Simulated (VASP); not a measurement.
# VPt (P4/mmm) in VASP: relaxation of cell and atoms with LDA

Aim: the relaxation of cell and atoms of VPt with LDA.

Program: VASP 6.6.1. These are calculated values, not measurements. Logs are shortened: lines on timing, memory, paths and dates and some standing lists are left out, and cuts for length are marked.

### 1 The cell of the first run

It takes space group P4/mmm (No. 123, tetragonal). Conventional cell: a = 2.703 Å, b = 2.703 Å, c = 3.909 Å, α = 90.00°, β = 90.00°, γ = 90.00°. V (site symmetry 4/mmm) has 4 V at 2.70 Å and 8 Pt at 2.73 Å within 3.6 Å. Pt (site symmetry 4/mmm) has 4 Pt at 2.70 Å and 8 V at 2.73 Å within 3.6 Å.

### 2 Relaxation of cell and atoms, LDA

Contents of INCAR:

```
PREC = Accurate
ENCUT = 500
EDIFF = 1E-7
ISMEAR = 0
SIGMA = 0.1
LREAL = F
LASPH = T
NELM = 120
ALGO = Normal
ISIF = 3
LWAVE = F
LCHARG = F
GGA = CA
IBRION = 2
NSW = 70
EDIFFG = -0.005
GGA_COMPAT = F
NELMIN = 4
```

Contents of KPOINTS:

```
regular mesh
0
Gamma
  16 16 12
```

Contents of POSCAR:

```
VPt
1.0
    2.7028325393      0.0000000000      0.0000000000
    0.0000000000      2.7028325393      0.0000000000
    0.0000000000      0.0000000000      3.9088242338
V Pt
1 1
Direct
    0.5000000000      0.5000000000      0.5000000000
    0.0000000000      0.0000000000      0.0000000000
```

Potentials or basis: VASP PAW LDA potentials, release 64 (V_sv, Pt_sv_GW).

Run with:

```console
> cat potpaw_LDA.64/V_sv/POTCAR potpaw_LDA.64/Pt_sv_GW/POTCAR > POTCAR
> mpirun -np 1 vasp_std > vasp.out
```

OUTCAR:

```text
PREC = Accurate
   ENCUT = 500
   EDIFF = 1E-7
   ISMEAR = 0
   LREAL = F
   LASPH = T
   NELM = 120
   ISIF = 3
   GGA = CA
   IBRION = 2
   NSW = 70
   EDIFFG = -0.005
   NELMIN = 4

 ion  position               nearest neighbor table
   1  0.500  0.500  0.500-   2 2.73   2 2.73   2 2.73   2 2.73   2 2.73   2 2.73   2 2.73   2 2.73

   2  0.000  0.000  0.000-   1 2.73   1 2.73   1 2.73   1 2.73   1 2.73   1 2.73   1 2.73   1 2.73

  LATTYP: Found a simple tetragonal cell.
 ALAT       =     2.7028325393
 C/A-ratio  =     1.4461954919

  Lattice vectors:

 A1 = (   2.7028325393,   0.0000000000,   0.0000000000)
 A2 = (   0.0000000000,   2.7028325393,   0.0000000000)
 A3 = (   0.0000000000,   0.0000000000,   3.9088242338)

Analysis of symmetry for initial positions (statically):
=====================================================================
 Subroutine PRICEL returns:
 Original cell was already a primitive cell.

 Routine SETGRP: Setting up the symmetry group for a
 simple tetragonal supercell.

 Subroutine GETGRP returns: Found 16 space group operations
 (whereof 16 operations were pure point group operations)
 out of a pool of 16 trial point group operations.

The static configuration has the point symmetry D_4h.

Analysis of symmetry for dynamics (positions and initial velocities):
=====================================================================
 Subroutine PRICEL returns:
 Original cell was already a primitive cell.

 Routine SETGRP: Setting up the symmetry group for a
 simple tetragonal supercell.

 Subroutine GETGRP returns: Found 16 space group operations
 (whereof 16 operations were pure point group operations)
 out of a pool of 16 trial point group operations.

The dynamic configuration has the point symmetry D_4h.

 Subroutine INISYM returns: Found 16 space group operations
 (whereof 16 operations are pure point group operations),
 and found     1 'primitive' translations

----------------------------------------------------------------------------------------

                                     Primitive cell

  volume of cell :      28.5551

  direct lattice vectors                    reciprocal lattice vectors
     2.702832539  0.000000000  0.000000000     0.369982226  0.000000000  0.000000000
     0.000000000  2.702832539  0.000000000     0.000000000  0.369982226  0.000000000
     0.000000000  0.000000000  3.908824234     0.000000000  0.000000000  0.255831406

  length of vectors
     2.702832539  2.702832539  3.908824234     0.369982226  0.369982226  0.255831406

  position of ions in fractional coordinates (direct lattice)
     0.500000000  0.500000000  0.500000000
     0.000000000  0.000000000  0.000000000

  ion indices of the primitive-cell ions
   primitive index   ion index
                 1           1
                 2           2

----------------------------------------------------------------------------------------

 KPOINTS: regular mesh

Automatic generation of k-mesh.
 Grid dimensions read from file:
 generate k-points for:   16   16   12

 Generating k-lattice:

  Cartesian coordinates                     Fractional coordinates (reciprocal lattice)
     0.023123889  0.000000000  0.000000000     0.062500000  0.000000000  0.000000000
     0.000000000  0.023123889  0.000000000     0.000000000  0.062500000  0.000000000
     0.000000000  0.000000000  0.021319284     0.000000000  0.000000000  0.083333333

  Length of vectors
     0.023123889  0.023123889  0.021319284

  Shift w.r.t. Gamma in fractional coordinates (k-lattice)
     0.000000000  0.000000000  0.000000000

 Subroutine IBZKPT returns following result:
 ===========================================

 Found    315 irreducible k-points:

 Following reciprocal coordinates:
            Coordinates               Weight
  0.000000  0.000000  0.000000      1.000000
  0.062500  0.000000  0.000000      4.000000
  0.125000  0.000000  0.000000      4.000000
  0.187500  0.000000  0.000000      4.000000
  0.250000  0.000000  0.000000      4.000000
  0.312500  0.000000  0.000000      4.000000
[... 16 lines left out ...]
  0.437500  0.125000  0.000000      8.000000
  0.500000  0.125000  0.000000      4.000000
 [... further k-points ...]
   k-points           NKPTS =    315   k-points in BZ     NKDIM =    315   number of bands    NBANDS=     19
   number of dos      NEDOS =    301   number of ions     NIONS =      2
   total plane-waves  NPLWV =  12000
   dimension x,y,z NGX =    20 NGY =   20 NGZ =   30
   dimension x,y,z NGXF=    40 NGYF=   40 NGZF=   60
   ions per type =               1   1
   NGX,Y,Z   is equivalent  to a cutoff of  12.30, 12.30, 12.76 a.u.
   NGXF,Y,Z  is equivalent  to a cutoff of  24.60, 24.60, 25.52 a.u.
 SYSTEM =  unknown system
   PREC   = accura    normal or accurate (medium, high low for compatibility)
   ISTART =      0    job   : 0-new  1-cont  2-samecut
   ICHARG =      2    charge: 1-file 2-atom 10-const
   ISPIN  =      1    spin polarized calculation?
   LNONCOLLINEAR =      F non collinear calculations
   LSORBIT =      F    spin-orbit coupling
   LASPH  =      T    aspherical Exc in radial PAW
   ENCUT  =  500.0 eV  36.75 Ry    6.06 a.u.   4.93  4.93  7.13*2*pi/ulx,y,z
   NELM   =    120;   NELMIN=  4; NELMDL= -5     # of ELM steps
   EDIFF  = 0.1E-06   stopping-criterion for ELM
   LREAL  =      F    real-space projection
   EDIFFG = -.5E-02   stopping-criterion for IOM
   NSW    =     70    number of steps for IOM
   IBRION =      2    ionic relax: 0-MD 1-quasi-New 2-CG
   NFREE  =      1    steps in history (QN), initial steepest desc. (CG)
   ISIF   =      3    stress and relaxation
   ISYM   =      2    0-nonsym 1-usesym 2-fastsym
   POTIM  = 0.5000    time-step for ionic-motion
   TEBEG  =    0.0;   TEEND  =   0.0 temperature during run
   PSTRESS=    0.0 pullay stress
   NELECT =      31.0000    total number of electrons
   NUPDOWN=      -1.0000    fix difference up-down
   EMIN   =  10.00;   EMAX   =-10.00  energy-range for DOS
   EFERMI =   0.00;   METHOD = LEGACY
   ISMEAR =     0;   SIGMA  =   0.10  broadening in eV -4-tet -1-fermi 0-gaus
   EFERMI_NEDOS =   21; number of points for ismear=-14 and -15
   IALGO  =     38    algorithm
   IMIX   =      4    mixing-type and parameters
     AMIX     =   0.40;   BMIX     =  1.00
     AMIX_MAG =   1.60;   BMIX_MAG =  1.00
  volume/ion in A,a.u.               =      14.28        96.35
  Fermi-wavevector in a.u.,A,eV,Ry     =   1.682547  3.179553 38.517618  2.830965
  Thomas-Fermi vector in A             =   2.765907
   LORBIT       =      0    0 simple, 1 ext, 2 COOP (PROOUT), +10 PAW based schemes
   GGA     = CA    functional components
   LHFCALC =     F    Hartree Fock is set to
   AEXX    =    0.0000 exact exchange contribution
   IVDW    =     0    specifies the selected vdW correction
   LEPSILON=     F    determine dielectric tensor
   LRPA    =     F    only Hartree local field effects (RPA)
 conjugate gradient relaxation of ions
 non-spin polarized calculation
 Gauss-broadening in eV      SIGMA  =   0.10
  energy-cutoff  :      500.00
  volume of cell :       28.56
 maximum number of plane-waves:       742
 NGX is ok and might be reduce to    20
   NGX =  9   NGY =  9   NGZ = 15

--------------------------------------- Ionic step        1  -------------------------------------------

 number of electron      30.9999993 magnetization

 Free energy of the ion-electron system (eV)
  ---------------------------------------------------
  ext. energy  EPLUGINS =         0.00000000
  ---------------------------------------------------
  free energy    TOTEN  =       -18.34124800 eV

  energy without entropy =      -18.33188099  energy(sigma->0) =      -18.33656449

------------------------ aborting loop because EDIFF is reached ----------------------------------------

  FORCE on cell =-STRESS in cart. coord.  units (eV):
  Direction    XX          YY          ZZ          XY          YZ          ZX
  --------------------------------------------------------------------------------------
  -------------------------------------------------------------------------------------
  Total       -2.7900109     -2.7900109     -2.7140131      0.0000000      0.0000000     -0.0000000
  in kB     -156.5424261   -156.5424261   -152.2783311      0.0000000      0.0000000     -0.0000000
  external PRESSURE =    -155.1210611 kB  Pullay stress =       0.0000000 kB
[... 273 lines left out ...]
  energy  without entropy=      -18.4177366114  energy(sigma->0) =      -18.42208910

--------------------------------------- Ionic step        9  -------------------------------------------

 number of electron      30.9999999 magnetization

 Free energy of the ion-electron system (eV)
  ---------------------------------------------------
  ext. energy  EPLUGINS =         0.00000000
  ---------------------------------------------------
  free energy    TOTEN  =       -18.42644482 eV

  energy without entropy =      -18.41773600  energy(sigma->0) =      -18.42209041

 E-fermi :  11.4838     XC(G=0): -14.2033

 val. band max:       11.4834273077   @ k =   0.2500   0.2500   0.0000
 cond. band min:      11.4883493492   @ k =   0.1250   0.0000   0.0833
 fundamental gap:      0.0049220415
 Fermi energy:        11.4838392492

 k-point     1 :       0.0000    0.0000    0.0000
  band No.  band energies     occupation
      1     -87.6305      2.00000
      2     -52.1330      2.00000
      3     -42.0387      2.00000
      4     -41.8701      2.00000
      5     -41.8701      2.00000
      6     -26.5406      2.00000
[... 11 lines left out ...]
     18      13.8147      0.00000
     19      13.8147      0.00000
[... 489 lines left out ...]
      3     -42.2714      2.00000
      4     -41.9890      2.00000
      5     -41.8967      2.00000
      6     -26.5701      2.00000
[... 11 lines left out ...]
     18      12.9060      0.00000
     19      13.9379      0.00000

 [... further k-points ...]

------------------------ aborting loop because EDIFF is reached ----------------------------------------

  FORCE on cell =-STRESS in cart. coord.  units (eV):
  Direction    XX          YY          ZZ          XY          YZ          ZX
  --------------------------------------------------------------------------------------
  -------------------------------------------------------------------------------------
  Total        0.0023278      0.0023278      0.0011260      0.0000000      0.0000000      0.0000000
  in kB        0.1386890      0.1386890      0.0670849      0.0000000      0.0000000      0.0000000
  external PRESSURE =       0.1148210 kB  Pullay stress =       0.0000000 kB
[... 17 lines left out ...]
  FREE ENERGIE OF THE ION-ELECTRON SYSTEM (eV)
  ---------------------------------------------------
  free  energy   TOTEN  =       -18.4264448235 eV

  energy  without entropy=      -18.4177360005  energy(sigma->0) =      -18.42209041

 reached required accuracy - stopping structural energy minimisation
```

Wall time 7.5 min (1 thread of AMD EPYC 9R45 (Zen 5), shared host); peak memory 0.26 GiB.

What came out:

* Free energy: -18.4264 eV
* Relaxed volume: 13.45 Å³/atom
* Relaxed cell: a = 2.650 Å, b = 2.650 Å, c = 3.829 Å, α = 90.00°, β = 90.00°, γ = 90.00°
* Space group after relaxing (to 0.1 Å): P4/mmm (No. 123)
* Energy gained by relaxing: 42.6 meV/atom
* Ionic steps: 9
* Pressure after relaxing: 0.0 GPa
* Band gap on the k mesh: zero (an odd number of electrons rules out a gap without spin polarisation)

The path:
```tsv
step	energy change (eV)	largest force (eV/Å)	pressure (GPa)	volume (Å³)
1	0.0000	0.0000	-15.51	28.56
2	0.5291	0.0000	61.20	23.21
3	-0.0849	0.0000	-1.00	26.98
4	-0.0851	0.0000	-0.20	26.91
5	-0.0851	0.0000	0.16	26.88
6	-0.0852	0.0000	-0.37	26.92
7	-0.0852	0.0000	-0.11	26.90
8	-0.0852	0.0000	0.08	26.89
9	-0.0852	0.0000	0.01	26.89
```

Final structure:
```yaml
crystal:
  lattice:
    - [2.65014, 0.00000, 0.00000]
    - [0.00000, 2.65014, 0.00000]
    - [0.00000, 0.00000, 3.82896]
  atoms:
    - { symbol: V, position: [0.50000, 0.50000, 0.50000] }
    - { symbol: Pt, position: [0.00000, 0.00000, 0.00000] }
```

Caveat: spin-orbit coupling is left out, which moves the levels of the heavy elements. Zero-point motion and thermal expansion aren't in these numbers.
